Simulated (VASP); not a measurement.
Here is a VASP 6.6.1 calculation.

INCAR

```
SYSTEM = Mg5Ge
  ALGO = Normal
  EDIFF = 1E-7
  ENCUT = 520
  GGA = CA
  ISIF = 2
  ISMEAR = -1
  LASPH = .True.
  LCHARG = .False.
  LREAL = .False.
  LWAVE = .False.
  NBANDS = 21
  NELM = 80
  PREC = Accurate
  SIGMA = 0.05
```

Contents of KPOINTS:

```
k-points
0
Gamma
  5 5 5
  0 0 0
```

File POSCAR:

```
Mg5Ge
1.0
    0.0000000000      4.1506709192      4.1506709192
    4.1506709192      0.0000000000      4.1506709192
    4.1506709192      4.1506709192      0.0000000000
Mg Ge
5 1
Direct
    0.7500000000      0.7500000000      0.7500000000
    0.3748300000      0.8755000000      0.3748300000
    0.3748300000      0.3748300000      0.8755000000
    0.8755000000      0.3748300000      0.3748300000
    0.3748300000      0.3748300000      0.3748300000
    0.0000000000      0.0000000000      0.0000000000
```

Potentials or basis: VASP PAW LDA potentials, release 64 (Mg, Ge_d).

Launch:

```bash
$ cat potpaw_LDA.64/Mg/POTCAR potpaw_LDA.64/Ge_d/POTCAR > POTCAR
$ mpirun -np 1 vasp_std > vasp.out
```

Q: What does it give for the largest force?

A: 0.011 eV/Å.

Q: Predict the pressure.

A: -3.9 GPa.

Forces on the atoms (eV/Å):
```
Mg   0.000  0.000  0.000
Mg   0.006 -0.006  0.006
Mg   0.006  0.006 -0.006
Mg  -0.006  0.006  0.006
Mg  -0.006 -0.006 -0.006
Ge   0.000  0.000  0.000
```
